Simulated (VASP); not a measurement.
# In2O3 (R-3c) in VASP: further runs

The runs below take In2O3 through single point, with r2SCAN.

Program: VASP 6.6.1. These are calculated values, not measurements. Logs are shortened: lines on timing, memory, paths and dates and some standing lists are left out, and cuts for length are marked.

### 1 The cell of the first run

It takes space group R-3c (No. 167, trigonal). The conventional cell has a = 5.783 Å, b = 5.783 Å, c = 14.196 Å, α = 90.00°, β = 90.00°, γ = 120.00°. In (site symmetry 3) has 6 O at 2.21 to 2.29 Å within 2.9 Å. Within 2.9 Å of O (site symmetry 2) lie 4 In at 2.21 to 2.29 Å.

### 2 Single point, r2SCAN (strain +0.050 along x and y, -0.025 along z)

File POSCAR:

```
In2O3
1.0
    2.8916334180      1.6694853323      4.7320843872
   -2.8916334180      1.6694853323      4.7320843872
    0.0000000000     -3.3389706646      4.7320843872
In O
4 6
Direct
    0.3570704061      0.3570704061      0.3570704061
    0.1429295939      0.1429295939      0.1429295939
    0.6429295939      0.6429295939      0.6429295939
    0.8570704061      0.8570704061      0.8570704061
    0.5465740402      0.9534259598      0.2500000000
    0.2500000000      0.5465740402      0.9534259598
    0.9534259598      0.2500000000      0.5465740402
    0.4534259598      0.0465740402      0.7500000000
    0.7500000000      0.4534259598      0.0465740402
    0.0465740402      0.7500000000      0.4534259598
```

File INCAR.step1:

```
SYSTEM = In2O3
ALGO     = Normal         ! electronic algorithm
EDIFF    = 1E-4           ! SCF threshold, eV
ENCUT    = 520            ! plane-wave cutoff, eV
GGA      = PE             ! functional
ISMEAR   = 0              ! smearing method
LASPH    = .True.         ! aspherical terms in the spheres
LCHARG   = .False.        ! write CHGCAR
LREAL    = .False.        ! projectors in reciprocal space
LWAVE    = .True.         ! write WAVECAR
NBANDS   = 55             ! bands
NELM     = 80             ! most SCF steps
PREC     = Accurate       ! precision mode
SIGMA    = 0.05           ! smearing width, eV
```

File INCAR.step2:

```
SYSTEM = In2O3
ALGO     = Normal         ! electronic algorithm
EDIFF    = 1E-6           ! SCF threshold, eV
ENCUT    = 520            ! plane-wave cutoff, eV
ISIF     = 2              ! what is computed and relaxed
ISMEAR   = 0              ! smearing method
ISTART   = 1            
LASPH    = .True.         ! aspherical terms in the spheres
LCHARG   = .False.        ! write CHGCAR
LMIXTAU  = .True.       
LREAL    = .False.        ! projectors in reciprocal space
LWAVE    = .False.        ! write WAVECAR
METAGGA  = R2SCAN         ! meta-GGA
NBANDS   = 55             ! bands
NELM     = 80             ! most SCF steps
PREC     = Accurate       ! precision mode
SIGMA    = 0.05           ! smearing width, eV
```

File KPOINTS:

```
k-points
0
Gamma
  6 6 6
  0 0 0
```

Potentials or basis: VASP PAW PBE potentials, release 64 (In_d, O).

On the command line:

```sh
> cat potpaw_PBE.64/In_d/POTCAR potpaw_PBE.64/O/POTCAR > POTCAR
> cp INCAR.step1 INCAR
> mpirun -np 1 vasp_std > vasp.out
> cp INCAR.step2 INCAR
> mpirun -np 1 vasp_std > vasp.out
```

OUTCAR:

```text
SYSTEM = In2O3
   EDIFF = 1E-6
   ENCUT = 520
   ISIF = 2
   ISMEAR = 0
   ISTART = 1
   LASPH = .True.
   LREAL = .False.
   METAGGA = R2SCAN
   NELM = 80
   PREC = Accurate

 ion  position               nearest neighbor table
   1  0.357  0.357  0.357-  10 2.21   8 2.21   9 2.21   5 2.29   7 2.29   6 2.29   2 3.04   3 3.41
                             3 3.41   3 3.41   2 3.74   2 3.74   2 3.74
   2  0.143  0.143  0.143-   9 2.21   8 2.21  10 2.21   5 2.29   7 2.29   6 2.29   1 3.04   4 3.41
                             4 3.41   4 3.41   1 3.74   1 3.74   1 3.74
   3  0.643  0.643  0.643-   7 2.21   5 2.21   6 2.21   8 2.29   9 2.29  10 2.29   4 3.04   1 3.41
                             1 3.41   1 3.41   4 3.74   4 3.74   4 3.74
   4  0.857  0.857  0.857-   6 2.21   5 2.21   7 2.21   8 2.29   9 2.29  10 2.29   3 3.04   2 3.41
                             2 3.41   2 3.41   3 3.74   3 3.74   3 3.74
   5  0.547  0.953  0.250-   3 2.21   4 2.21   1 2.29   2 2.29
   6  0.250  0.547  0.953-   4 2.21   3 2.21   1 2.29   2 2.29
   7  0.953  0.250  0.547-   3 2.21   4 2.21   1 2.29   2 2.29
   8  0.453  0.047  0.750-   1 2.21   2 2.21   3 2.29   4 2.29
   9  0.750  0.453  0.047-   2 2.21   1 2.21   3 2.29   4 2.29
  10  0.047  0.750  0.453-   1 2.21   2 2.21   3 2.29   4 2.29

  LATTYP: Found a trigonal (rhomboedric) cell.
 ALAT       =     5.7914892512
 COS(alpha) =     0.5014187332

  Lattice vectors:

 A1 = (   2.8916334180,   1.6694853323,   4.7320843872)
 A2 = (  -2.8916334180,   1.6694853323,   4.7320843872)
 A3 = (   0.0000000000,  -3.3389706646,   4.7320843872)

Analysis of symmetry for initial positions (statically):
=====================================================================
 Subroutine PRICEL returns:
 Original cell was already a primitive cell.

 Routine SETGRP: Setting up the symmetry group for a
 trigonal (rhombohedral) supercell.

 Subroutine GETGRP returns: Found 12 space group operations
 (whereof  6 operations were pure point group operations)
 out of a pool of 12 trial point group operations.

The static configuration has the point symmetry S_6 .
 The point group associated with its full space group is D_3d.

Analysis of symmetry for dynamics (positions and initial velocities):
=====================================================================
 Subroutine PRICEL returns:
 Original cell was already a primitive cell.

 Routine SETGRP: Setting up the symmetry group for a
 trigonal (rhombohedral) supercell.

 Subroutine GETGRP returns: Found 12 space group operations
 (whereof  6 operations were pure point group operations)
 out of a pool of 12 trial point group operations.

The dynamic configuration has the point symmetry S_6 .
 The point group associated with its full space group is D_3d.

 Subroutine INISYM returns: Found 12 space group operations
 (whereof  6 operations are pure point group operations),
 and found     1 'primitive' translations

----------------------------------------------------------------------------------------

                                     Primitive cell

  volume of cell :     137.0659

  direct lattice vectors                    reciprocal lattice vectors
     2.891633418  1.669485332  4.732084387     0.172912651  0.099831166  0.070441122
    -2.891633418  1.669485332  4.732084387    -0.172912651  0.099831166  0.070441122
     0.000000000 -3.338970665  4.732084387     0.000000000 -0.199662331  0.070441122

  length of vectors
     5.791489251  5.791489251  5.791489251     0.211723872  0.211723872  0.211723872

  position of ions in fractional coordinates (direct lattice)
     0.357070406  0.357070406  0.357070406
     0.142929594  0.142929594  0.142929594
     0.642929594  0.642929594  0.642929594
     0.857070406  0.857070406  0.857070406
     0.546574040  0.953425960  0.250000000
     0.250000000  0.546574040  0.953425960
     0.953425960  0.250000000  0.546574040
     0.453425960  0.046574040  0.750000000
     0.750000000  0.453425960  0.046574040
     0.046574040  0.750000000  0.453425960

[... 48 lines left out ...]
   EFERMI =   0.00;   METHOD = LEGACY
   ISMEAR =     0;   SIGMA  =   0.05  broadening in eV -4-tet -1-fermi 0-gaus
   EFERMI_NEDOS =   21; number of points for ismear=-14 and -15
   IALGO  =     38    algorithm
   IMIX   =      4    mixing-type and parameters
     AMIX     =   0.40;   BMIX     =  1.00
     AMIX_MAG =   1.60;   BMIX_MAG =  1.00
  volume/ion in A,a.u.               =      13.71        92.50
  Fermi-wavevector in a.u.,A,eV,Ry     =   1.412296  2.668853 27.137925  1.994581
  Thomas-Fermi vector in A             =   2.534060
   LORBIT       =      0    0 simple, 1 ext, 2 COOP (PROOUT), +10 PAW based schemes
   METAGGA = R2SCAN    functional components
   LHFCALC =     F    Hartree Fock is set to
   AEXX    =    0.0000 exact exchange contribution
   IVDW    =     0    specifies the selected vdW correction
   LEPSILON=     F    determine dielectric tensor
   LRPA    =     F    only Hartree local field effects (RPA)
 non-spin polarized calculation
 Gauss-broadening in eV      SIGMA  =   0.05
  energy-cutoff  :      520.00
  volume of cell :      137.07
 maximum number of plane-waves:      3708
 NGX is ok and might be reduce to    48
   NGX = 21   NGY = 21   NGZ = 21

 number of electron      87.9999995 magnetization

 Free energy of the ion-electron system (eV)
  ---------------------------------------------------
  ext. energy  EPLUGINS =         0.00000000
  ---------------------------------------------------
  free energy    TOTEN  =      -143.85306182 eV

  energy without entropy =     -143.85306182  energy(sigma->0) =     -143.85306182

 E-fermi :   4.6520     XC(G=0): -11.4782

 val. band max:        4.3884118002   @ k =  -0.1667   0.1667   0.0000
 cond. band min:       5.5055295229   @ k =   0.0000   0.0000   0.0000
 fundamental gap:      1.1171177227
 Fermi energy:         4.6520267717

 k-point     1 :       0.0000    0.0000    0.0000
  band No.  band energies     occupation
      1     -13.7176      2.00000
      2     -12.9674      2.00000
      3     -12.9674      2.00000
      4     -12.8365      2.00000
      5     -12.8365      2.00000
      6     -12.6234      2.00000
[... 47 lines left out ...]
     54      14.4820      0.00000
[... 1333 lines left out ...]
     54      15.1338      0.00000
     55      15.5750      0.00000

 [... further k-points ...]

------------------------ aborting loop because EDIFF is reached ----------------------------------------

  FORCE on cell =-STRESS in cart. coord.  units (eV):
  Direction    XX          YY          ZZ          XY          YZ          ZX
  --------------------------------------------------------------------------------------
  -------------------------------------------------------------------------------------
  Total      -13.4533608    -13.4533608     -1.6934227      0.0000000     -0.0000000      0.0000000
  in kB     -157.2576564   -157.2576564    -19.7945841      0.0000000     -0.0000000      0.0000000
  external PRESSURE =    -111.4366323 kB  Pullay stress =       0.0000000 kB

 VOLUME and BASIS-vectors are now :
 -----------------------------------------------------------------------------
  energy-cutoff  :      520.00
  volume of cell :      137.07
      direct lattice vectors                 reciprocal lattice vectors
     2.891633418  1.669485332  4.732084387     0.172912651  0.099831166  0.070441122
    -2.891633418  1.669485332  4.732084387    -0.172912651  0.099831166  0.070441122
     0.000000000 -3.338970665  4.732084387     0.000000000 -0.199662331  0.070441122

 POSITION                                       TOTAL-FORCE (eV/Angst)
 -----------------------------------------------------------------------------------
      0.00000      0.00000      5.06906        -0.000000      0.000000      0.379525
      0.00000      0.00000      2.02906        -0.000000      0.000000     -0.379525
      0.00000      0.00000      9.12719        -0.000000      0.000000     -0.379525
      0.00000      0.00000     12.16719        -0.000000      0.000000      0.379525
     -1.17647      1.66949      8.28115         0.064257      0.000000      0.000000
     -0.85758     -1.85359      8.28115        -0.032128      0.055648      0.000000
      2.03405      0.18411      8.28115        -0.032128     -0.055648      0.000000
      1.17647     -1.66949      5.91511        -0.064257      0.000000      0.000000
      0.85758      1.85359      5.91511         0.032128     -0.055648      0.000000
     -2.03405     -0.18411      5.91511         0.032128      0.055648      0.000000
 -----------------------------------------------------------------------------------
    total drift:                                0.000000     -0.000000     -0.000000

  FREE ENERGIE OF THE ION-ELECTRON SYSTEM (eV)
  ---------------------------------------------------
  free  energy   TOTEN  =      -143.8530618151 eV

  energy  without entropy=     -143.8530618151  energy(sigma->0) =     -143.85306182
```

It took 12 min on 1 thread of Intel Xeon 6975P-C (Granite Rapids), shared host; peak memory 0.46 GiB.

Results:

| Item | Value |
| --- | --- |
| Free energy | -143.8531 eV |
| Pressure | -11.1 GPa |
| Largest force | 0.380 eV/Å |
| Band gap on the k mesh | 1.12 eV, indirect (least direct gap 1.32 eV) |

Forces in eV/Å, atoms in the order of the input:
```
In   0.000  0.000  0.380
In   0.000  0.000 -0.380
In   0.000  0.000 -0.380
In   0.000  0.000  0.380
O    0.064  0.000  0.000
O   -0.032  0.056  0.000
O   -0.032 -0.056  0.000
O   -0.064  0.000  0.000
O    0.032 -0.056  0.000
O    0.032  0.056  0.000
```

Stress tensor (GPa, compression positive):
```
-15.73   0.00   0.00
  0.00 -15.73   0.00
  0.00   0.00  -1.98
```

Caveat: the cell differs from its parent crystal (strain +0.050 along x and y, -0.025 along z); the PAW data sets were made with another functional, which shifts forces and pressure a little; spin-orbit coupling is left out, which moves the levels of the heavy elements. A k mesh can miss the band edges.

(Part 1 of 2 ends here.)
